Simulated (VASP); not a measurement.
Runs of VASP 6.6.1 on Mo. The structure is that of space group Im-3m (No. 229), or close to it. The cells are those of the table. 

| cell | gap on the mesh (eV) | pressure (GPa) |
| --- | --- | --- |
| a = 2.676 Å, angles 109.5°, 1 atom | none | 20.8 |
| a = 2.701 Å, angles 109.5°, 1 atom | none | 11.8 |
| a = 2.773 Å, angles 109.5°, 1 atom | none | -8.9 |
| a = 2.651 Å, angles 109.5°, 1 atom | none | (b) |
| a = 2.725 Å, angles 109.5°, 1 atom | none | (a) |
| a = 2.749 Å, angles 109.5°, 1 atom | none | -2.9 |
| a = 2.796 Å, angles 109.5°, 1 atom | none | -14.1 |

Alike in all rows: task single point; level PBE; potentials or basis VASP PAW PBE potentials, release 64 (Mo_sv); no spin polarisation; k mesh 13 × 13 × 13; cutoff (eV) 520; smearing fermi-dirac 0.1 eV.

Q: Estimate the missing entries.

A: (a) 3.9; (b) 31.3.

A k mesh can miss the band edges, and the runs leave out spin-orbit coupling on Mo.

A gap of «none» marks levels without a gap at the run's occupations.
